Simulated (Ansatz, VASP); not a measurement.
**TiSi2: VASP beside Ansatz**

```
Ti Si
1.0
     0.00000    4.11800    4.17627
     2.38650    0.00000    4.17627
     2.38650    4.11800    0.00000
Ti Si
2 4
Direct
  0.75000 0.75000 0.75000
  0.50000 0.50000 0.50000
  0.08603 0.41397 0.08603
  0.41397 0.08603 0.41397
  0.16397 0.83603 0.16397
  0.83603 0.16397 0.83603
```

Change from the starting cell: z stretched by -2 %, ions relaxed.

Alike in both runs: functional PBE; k mesh 13 × 13 × 13; occupations fermi-dirac, width 0.05 eV; no spin polarisation.

Ansatz relaxed the structure, and its values are those at the end. VASP's run is a single point on that final structure, the one shown.

```csv
,VASP,Ansatz
version,VASP 6.6.1,Ansatz 0.2.0
potentials or method,"VASP PAW PBE potentials, release 64 (Ti_sv, Si)","plane-wave PAW, scalar-relativistic"
plane-wave cutoff (eV),520,420
valence electrons in the cell,40,40
```

```csv
,VASP,Ansatz,Ansatz less VASP
pressure (GPa),6.2,6.2,+0.03
```

Ansatz's warnings: stress scf threshold loose.
